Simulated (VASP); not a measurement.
# Mg2Sn (Fm-3m) in VASP: notebook

Runs on Mg2Sn. Level: r2SCAN. Tasks: single point.

Everything below comes from runs of VASP 6.6.1. Logs are shortened: lines on timing, memory, paths and dates and some standing lists are left out, and cuts for length are marked.

## Step 1: The cell of the first run

The structure is cubic, space group Fm-3m (No. 225). The conventional cell has a = 6.760 Å, b = 6.760 Å, c = 6.760 Å, α = 90.00°, β = 90.00°, γ = 90.00°. Within 3.9 Å of Sn (site symmetry m-3m) lie 8 Mg at 2.93 Å. Within 3.9 Å of Mg (site symmetry -43m) lie 4 Sn at 2.93 Å and 6 Mg at 3.38 Å.

## Step 2: Single point, r2SCAN

Contents of POSCAR:

```
Mg2Sn
1.0
    0.0000000000      3.3799352826      3.3799352826
    3.3799352826      0.0000000000      3.3799352826
    3.3799352826      3.3799352826      0.0000000000
Sn Mg
1 2
Direct
    0.0000000000      0.0000000000      0.0000000000
    0.2500000000      0.2500000000      0.2500000000
    0.7500000000      0.7500000000      0.7500000000
```

Contents of INCAR.step1:

```
PREC     = Accurate       # precision mode
ENCUT    = 920            # plane-wave cutoff, eV
ISMEAR   = -1             # smearing method
SIGMA    = 0.02           # smearing width, eV
LREAL    = F              # projectors in reciprocal space
LASPH    = T              # aspherical terms in the spheres
NELM     = 120            # most SCF steps
NBANDS   = 24             # bands
GGA      = PE             # functional
ALGO     = Normal         # electronic algorithm
EDIFF    = 1E-5           # SCF threshold, eV
LWAVE    = T              # write WAVECAR
LCHARG   = F              # write CHGCAR
GGA_COMPAT= F
```

Contents of INCAR.step2:

```
PREC     = Accurate       # precision mode
ENCUT    = 920            # plane-wave cutoff, eV
EDIFF    = 1E-6           # SCF threshold, eV
ISMEAR   = -1             # smearing method
SIGMA    = 0.02           # smearing width, eV
LREAL    = F              # projectors in reciprocal space
LASPH    = T              # aspherical terms in the spheres
NELM     = 120            # most SCF steps
ALGO     = Normal         # electronic algorithm
ISIF     = 2              # what is computed and relaxed
LWAVE    = F              # write WAVECAR
LCHARG   = F              # write CHGCAR
METAGGA  = R2SCAN         # meta-GGA
LMIXTAU  = T            
NBANDS   = 24             # bands
ISTART   = 1            
GGA_COMPAT= F
```

Contents of KPOINTS:

```
regular mesh
0
Gamma
  6 6 6
```

Potentials or basis: VASP PAW PBE potentials, release 64 (Sn_d, Mg_sv).

Run with:

```bash
$ cat potpaw_PBE.64/Sn_d/POTCAR potpaw_PBE.64/Mg_sv/POTCAR > POTCAR
$ cp INCAR.step1 INCAR
$ mpirun -np 1 vasp_std > vasp.out
$ cp INCAR.step2 INCAR
$ mpirun -np 1 vasp_std > vasp.out
```

OUTCAR:

```text
PREC = Accurate
   ENCUT = 920
   EDIFF = 1E-6
   ISMEAR = -1
   LREAL = F
   LASPH = T
   NELM = 120
   ISIF = 2
   METAGGA = R2SCAN
   ISTART = 1

 ion  position               nearest neighbor table
   1  0.000  0.000  0.000-   3 2.93   3 2.93   3 2.93   2 2.93   3 2.93   2 2.93   2 2.93   2 2.93

   2  0.250  0.250  0.250-   1 2.93   1 2.93   1 2.93   1 2.93
   3  0.750  0.750  0.750-   1 2.93   1 2.93   1 2.93   1 2.93

  LATTYP: Found a face centered cubic cell.
 ALAT       =     6.7598705652

  Lattice vectors:

 A1 = (   0.0000000000,   3.3799352826,   3.3799352826)
 A2 = (   3.3799352826,   0.0000000000,   3.3799352826)
 A3 = (   3.3799352826,   3.3799352826,   0.0000000000)

Analysis of symmetry for initial positions (statically):
=====================================================================
 Subroutine PRICEL returns:
 Original cell was already a primitive cell.

 Routine SETGRP: Setting up the symmetry group for a
 face centered cubic supercell.

 Subroutine GETGRP returns: Found 48 space group operations
 (whereof 48 operations were pure point group operations)
 out of a pool of 48 trial point group operations.

The static configuration has the point symmetry O_h .

Analysis of symmetry for dynamics (positions and initial velocities):
=====================================================================
 Subroutine PRICEL returns:
 Original cell was already a primitive cell.

 Routine SETGRP: Setting up the symmetry group for a
 face centered cubic supercell.

 Subroutine GETGRP returns: Found 48 space group operations
 (whereof 48 operations were pure point group operations)
 out of a pool of 48 trial point group operations.

The dynamic configuration has the point symmetry O_h .

 Subroutine INISYM returns: Found 48 space group operations
 (whereof 48 operations are pure point group operations),
 and found     1 'primitive' translations

----------------------------------------------------------------------------------------

                                     Primitive cell

  volume of cell :      77.2245

  direct lattice vectors                    reciprocal lattice vectors
     0.000000000  3.379935283  3.379935283    -0.147931827  0.147931827  0.147931827
     3.379935283  0.000000000  3.379935283     0.147931827 -0.147931827  0.147931827
[... 72 lines left out ...]
   ISPIN  =      1    spin polarized calculation?
   LNONCOLLINEAR =      F non collinear calculations
   LSORBIT =      F    spin-orbit coupling
   LASPH  =      T    aspherical Exc in radial PAW
   ENCUT  =  920.0 eV  67.62 Ry    8.22 a.u.  11.82 11.82 11.82*2*pi/ulx,y,z
   NELM   =    120;   NELMIN=  2; NELMDL=  0     # of ELM steps
   EDIFF  = 0.1E-05   stopping-criterion for ELM
   LREAL  =      F    real-space projection
   EDIFFG = 0.1E-04   stopping-criterion for IOM
   NSW    =      0    number of steps for IOM
   IBRION =     -1    ionic relax: 0-MD 1-quasi-New 2-CG
   NFREE  =      0    steps in history (QN), initial steepest desc. (CG)
   ISIF   =      2    stress and relaxation
   ISYM   =      2    0-nonsym 1-usesym 2-fastsym
   POTIM  = 0.5000    time-step for ionic-motion
   TEBEG  =    0.0;   TEEND  =   0.0 temperature during run
   PSTRESS=    0.0 pullay stress
   NELECT =      34.0000    total number of electrons
   NUPDOWN=      -1.0000    fix difference up-down
   EMIN   =  10.00;   EMAX   =-10.00  energy-range for DOS
   EFERMI =   0.00;   METHOD = LEGACY
   ISMEAR =    -1;   SIGMA  =   0.02  broadening in eV -4-tet -1-fermi 0-gaus
   EFERMI_NEDOS =   21; number of points for ismear=-14 and -15
   IALGO  =     38    algorithm
   IMIX   =      4    mixing-type and parameters
     AMIX     =   0.40;   BMIX     =  1.00
     AMIX_MAG =   1.60;   BMIX_MAG =  1.00
  volume/ion in A,a.u.               =      25.74       173.71
  Fermi-wavevector in a.u.,A,eV,Ry     =   1.245421  2.353504 21.103626  1.551073
  Thomas-Fermi vector in A             =   2.379644
   LORBIT       =      0    0 simple, 1 ext, 2 COOP (PROOUT), +10 PAW based schemes
   METAGGA = R2SCAN    functional components
   LHFCALC =     F    Hartree Fock is set to
   AEXX    =    0.0000 exact exchange contribution
   IVDW    =     0    specifies the selected vdW correction
   LEPSILON=     F    determine dielectric tensor
   LRPA    =     F    only Hartree local field effects (RPA)
 non-spin polarized calculation
  energy-cutoff  :      920.00
  volume of cell :       77.22
 maximum number of plane-waves:      4913
   NGX = 23   NGY = 23   NGZ = 23

 number of electron      33.9999993 magnetization

 Free energy of the ion-electron system (eV)
  ---------------------------------------------------
  ext. energy  EPLUGINS =         0.00000000
  ---------------------------------------------------
  free energy    TOTEN  =       -33.87723872 eV

  energy without entropy =      -33.87719909  energy(sigma->0) =      -33.87721890

 E-fermi :   4.1736     XC(G=0):  -9.5114

 val. band max:        4.0706801165   @ k =   0.0000   0.0000   0.0000
 cond. band min:       4.2764300835   @ k =   0.5000   0.5000   0.0000
 fundamental gap:      0.2057499671
 Fermi energy:         4.1735547466

 k-point     1 :       0.0000    0.0000    0.0000
  band No.  band energies     occupation
      1     -75.5019      2.00000
      2     -75.5006      2.00000
      3     -40.6111      2.00000
      4     -40.6111      2.00000
      5     -40.6111      2.00000
      6     -40.6036      2.00000
[... 421 lines left out ...]
     23      12.6944      0.00000
     24      13.0111      0.00000

------------------------ aborting loop because EDIFF is reached ----------------------------------------

  FORCE on cell =-STRESS in cart. coord.  units (eV):
  Direction    XX          YY          ZZ          XY          YZ          ZX
  --------------------------------------------------------------------------------------
  -------------------------------------------------------------------------------------
  Total        0.0322688      0.0322688      0.0322688     -0.0000000     -0.0000000      0.0000000
  in kB        0.6694801      0.6694801      0.6694801     -0.0000000     -0.0000000      0.0000000
  external PRESSURE =       0.6694801 kB  Pullay stress =       0.0000000 kB

 VOLUME and BASIS-vectors are now :
 -----------------------------------------------------------------------------
  energy-cutoff  :      920.00
  volume of cell :       77.22
      direct lattice vectors                 reciprocal lattice vectors
     0.000000000  3.379935283  3.379935283    -0.147931827  0.147931827  0.147931827
     3.379935283  0.000000000  3.379935283     0.147931827 -0.147931827  0.147931827
     3.379935283  3.379935283  0.000000000     0.147931827  0.147931827 -0.147931827

 POSITION                                       TOTAL-FORCE (eV/Angst)
 -----------------------------------------------------------------------------------
      0.00000      0.00000      0.00000         0.000000     -0.000000      0.000000
      1.68997      1.68997      1.68997        -0.000000      0.000000     -0.000000
      5.06990      5.06990      5.06990         0.000000     -0.000000      0.000000
 -----------------------------------------------------------------------------------
    total drift:                               -0.000000     -0.000000      0.000000

  FREE ENERGIE OF THE ION-ELECTRON SYSTEM (eV)
  ---------------------------------------------------
  free  energy   TOTEN  =       -33.8772387153 eV

  energy  without entropy=      -33.8771990885  energy(sigma->0) =      -33.87721890
```

OUTCAR.step1:

```text
PREC = Accurate
   ENCUT = 920
   ISMEAR = -1
   LREAL = F
   LASPH = T
[... 645 lines left out ...]
      0.00000      0.00000      0.00000        -0.000000     -0.000000     -0.000000
      1.68997      1.68997      1.68997         0.000000      0.000000     -0.000000
      5.06990      5.06990      5.06990         0.000000     -0.000000      0.000000
 -----------------------------------------------------------------------------------
    total drift:                               -0.000000     -0.000000      0.000000

  FREE ENERGIE OF THE ION-ELECTRON SYSTEM (eV)
  ---------------------------------------------------
  free  energy   TOTEN  =        -7.4153593033 eV

  energy  without entropy=       -7.4152432812  energy(sigma->0) =       -7.41530129
```

Wall time 5.8 min (1 thread of Intel Xeon Platinum 8375C at 2.90GHz (Ice Lake), shared host); peak memory 0.38 GiB.

Results:

| Property | Result |
| --- | --- |
| Free energy | -33.8772 eV |
| Pressure | 0.1 GPa |

Caveat: the structure was generated, so it needn't be the stable form of Mg2Sn; the PAW data sets were made with another functional, which shifts forces and pressure a little; spin-orbit coupling is left out, which moves the levels of the heavy elements.

## Step 3: Single point, r2SCAN (26.51 Å³/atom)

This run uses another cell than the first one, of 26.51 Å³/atom.

Contents of POSCAR:

```
Mg2Sn
1.0
    0.0000000000      3.4134021648      3.4134021648
    3.4134021648      0.0000000000      3.4134021648
    3.4134021648      3.4134021648      0.0000000000
Sn Mg
1 2
Direct
    0.0000000000      0.0000000000      0.0000000000
    0.2500000000      0.2500000000      0.2500000000
    0.7500000000      0.7500000000      0.7500000000
```

Contents of INCAR.step1:

```
PREC = Accurate ; ENCUT = 920
ISMEAR = -1 ; SIGMA = 0.02
LREAL = F ; LASPH = T
NELM = 120 ; NBANDS = 24
GGA = PE ; ALGO = Normal
EDIFF = 1E-5 ; LWAVE = T
LCHARG = F ; GGA_COMPAT = F
```

Contents of INCAR.step2:

```
PREC = Accurate ; ENCUT = 920
EDIFF = 1E-6 ; ISMEAR = -1
SIGMA = 0.02 ; LREAL = F
LASPH = T ; NELM = 120
ALGO = Normal ; ISIF = 2
LWAVE = F ; LCHARG = T
METAGGA = R2SCAN ; LMIXTAU = T
LELF = T ; LVHAR = T
NBANDS = 24 ; ISTART = 1
GGA_COMPAT = F
```

KPOINTS is that of step 2.

Potentials or basis: VASP PAW PBE potentials, release 64 (Sn_d, Mg_sv).

Run with:

```bash
$ cat potpaw_PBE.64/Sn_d/POTCAR potpaw_PBE.64/Mg_sv/POTCAR > POTCAR
$ cp INCAR.step1 INCAR
$ mpirun -np 1 vasp_std > vasp.out
$ cp INCAR.step2 INCAR
$ mpirun -np 1 vasp_std > vasp.out
```

It took 5 min on 1 thread of AMD EPYC 7R43 (Zen 3), shared host; peak memory 0.35 GiB.

The run converged. Its results:

```yaml
Free_energy: -33.8695 eV
Pressure: -1.2 GPa
```

Levels at points of the mesh, in eV from the Fermi level:
```tsv
k point	band 13	band 14	band 15	band 16	band 17	band 18	band 19	band 20	band 21	band 22
(0.00, 0.00, 0.00)	-21.46	-9.42	-0.08	-0.08	-0.08	1.77	2.29	2.29	2.29	4.70
(0.50, 0.00, 0.00)	-21.46	-8.14	-4.93	-0.93	-0.93	0.95	2.39	2.39	4.41	7.32
(0.50, 0.50, 0.00)	-21.46	-7.62	-4.70	-2.23	-2.23	0.08	0.36	7.67	7.67	7.81
```

Caveat: the structure was generated, so it needn't be the stable form of Mg2Sn; the PAW data sets were made with another functional, which shifts forces and pressure a little; spin-orbit coupling is left out, which moves the levels of the heavy elements.

(Part 1 of 2 ends here.)
